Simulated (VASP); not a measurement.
Here is a VASP 6.6.1 calculation.

The input INCAR:

```
PREC     = Accurate       # precision mode
ENCUT    = 520            # plane-wave cutoff, eV
EDIFF    = 1E-6           # SCF threshold, eV
ISMEAR   = -1             # smearing method
SIGMA    = 0.05           # smearing width, eV
LREAL    = False          # projectors in reciprocal space
LASPH    = True           # aspherical terms in the spheres
NELM     = 60             # most SCF steps
ALGO     = Normal         # electronic algorithm
ISIF     = 2              # what is computed and relaxed
LWAVE    = False          # write WAVECAR
LCHARG   = False          # write CHGCAR
GGA      = PE             # functional
NBANDS   = 18             # bands
```

KPOINTS

```
regular mesh
0
Gamma
  11 11 11
```

POSCAR

```
Cu
1.0
    0.0000000000      2.4627820114      2.4627820114
    2.4627820114      0.0000000000      2.4627820114
    2.4627820114      2.4627820114      0.0000000000
Cu
2
Direct
   -0.2600000000     -0.0800000000     -0.0800000000
    0.2600000000      0.0800000000      0.0800000000
```

Potentials or basis: VASP PAW PBE potentials, release 64 (Cu).

The run is started by

```sh
$ cat potpaw_PBE.64/Cu/POTCAR > POTCAR
$ mpirun -np 1 vasp_std > vasp.out
```

(1) Estimate the largest force.

(2) What does it give for the band gap on the k mesh?

(3) Predict the pressure.

Answers

(1) 24.964 eV/Å.

(2) zero (band 11 reaches 5.84 eV, above the bottom of band 12 at 4.72 eV).

(3) 52.4 GPa.

Caveat: the cell differs from its parent crystal (shortest bond scaled by 0.64); forces of over 1 eV/Å act on the atoms, so gaps and moduli don't describe the material at rest.
